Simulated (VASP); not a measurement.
# NaTaO: single point with PBE

NaTaO:

```xyz
3
Lattice="3.4451 0.0000 0.0000 -1.7225 2.9835 0.0000 0.0000 0.0000 5.8264" Properties=species:S:1:pos:R:3 pbc="T T T"
Na    0.0000    0.0000    0.0000
Ta    1.7225    0.9945    2.9132
O     0.0000    1.9890    2.9132
```

The cell was generated, and may not be a known phase.

* Program: VASP 6.6.1
* Task: single point
* Functional: PBE
* Potentials or basis: VASP PAW PBE potentials, release 64 (Na_pv, Ta_pv, O)
* Cutoff: 600 eV
* k mesh: 6 × 6 × 5
* Occupations: gaussian, width 0.2 eV
* Spin: no spin polarisation
* Dipole correction: no
* Further INCAR settings: ALGO = Normal; EDIFF = 1e-06; NBANDS = 19

The pressure is 0.3 GPa and the band gap on the k mesh is zero (bands 12 and 13 overlap by 1.70 eV).

Stress tensor (GPa, compression positive):
```
0.41 0.00 0.00
0.00 0.41 0.00
0.00 0.00 0.12
```

Levels at points of the mesh, in eV from the Fermi level:
```tsv
k point	band 9	band 10	band 11	band 12	band 13	band 14	band 15	band 16
(0.00, 0.00, 0.00)	-8.36	-6.17	-3.71	0.87	1.23	1.23	1.93	3.09
(0.50, 0.00, 0.00)	-6.76	-6.60	-1.20	-0.29	0.58	0.65	2.63	2.99
```

Run time: 34 s on 1 thread of Intel Xeon 8259CL, on a shared host, peak memory 0.2 GiB.

Caveat: spin-orbit coupling is left out, which moves the levels of the heavy elements.
